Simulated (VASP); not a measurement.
A run of VASP 6.6.1 is set up as follows.

INCAR

```
PREC = Accurate
ENCUT = 520
EDIFF = 1E-7
ISMEAR = 0
SIGMA = 0.15
LREAL = False
LASPH = True
NELM = 150
ALGO = Normal
ISIF = 2
LWAVE = False
LCHARG = False
ISPIN = 2
MAGMOM = 0.3
LORBIT = 11
NUPDOWN = 0.3
LMAXMIX = 4
GGA = PS
NBANDS = 15
```

Contents of KPOINTS:

```
regular mesh
0
Gamma
  22 22 22
```

The input POSCAR:

```
Pt
1.0
    0.0000000000      1.8335775616      1.8335775616
    1.8335775616      0.0000000000      1.8335775616
    1.8335775616      1.8335775616      0.0000000000
Pt
1
Direct
    0.0000000000      0.0000000000      0.0000000000
```

Potentials or basis: VASP PAW PBE potentials, release 64 (Pt).

The run is started by

```console
$ cat potpaw_PBE.64/Pt/POTCAR > POTCAR
$ mpirun -np 1 vasp_std > vasp.out
```

**Question.** Estimate the pressure.

**Answer.** 97.4 GPa.

Caveat: the cell stands under pressure; the PAW data sets were made with another functional, which shifts forces and pressure a little; the total moment is fixed, so each spin has its own Fermi level.
